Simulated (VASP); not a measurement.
Here is a VASP 6.6.1 calculation.

INCAR

```
SYSTEM = SnO
PREC = Accurate
ENCUT = 520
EDIFF = 1E-6
ISMEAR = 0
SIGMA = 0.05
LREAL = .FALSE.
LASPH = .TRUE.
NELM = 60
ALGO = Normal
ISIF = 2
LWAVE = .FALSE.
LCHARG = .FALSE.
GGA = PE
NBANDS = 28
```

The input KPOINTS:

```
regular mesh
0
G
  10 10 8
  0 0 0
```

Contents of POSCAR:

```
SnO
1.0
    3.9842158739      0.0000000000      0.0000000000
    0.0000000000      3.9842158739      0.0000000000
    0.0000000000      0.0000000000      5.2192952050
Sn O
2 2
Direct
    0.0000000000      0.5000000000      0.2287361932
    0.5000000000      0.0000000000      0.7712638068
    0.0000000000      0.0000000000      0.0000000000
    0.5000000000      0.5000000000      0.0000000000
```

Potentials or basis: VASP PAW PBE potentials, release 64 (Sn_d, O).

Command:

```console
$ cat potpaw_PBE.64/Sn_d/POTCAR potpaw_PBE.64/O/POTCAR > POTCAR
$ mpirun -np 1 vasp_std > vasp.out
```

**Question.** Estimate the pressure.

**Answer.** -5.9 GPa.

**Question.** Predict the largest force.

**Answer.** 0.965 eV/Å.

Forces in eV/Å, atoms in the order of the input:
```
Sn   0.000  0.000 -0.965
Sn   0.000  0.000  0.965
O    0.000  0.000  0.000
O    0.000  0.000  0.000
```

Caveat: the cell differs from its parent crystal (strain +0.030 along x and y, +0.030 along z).
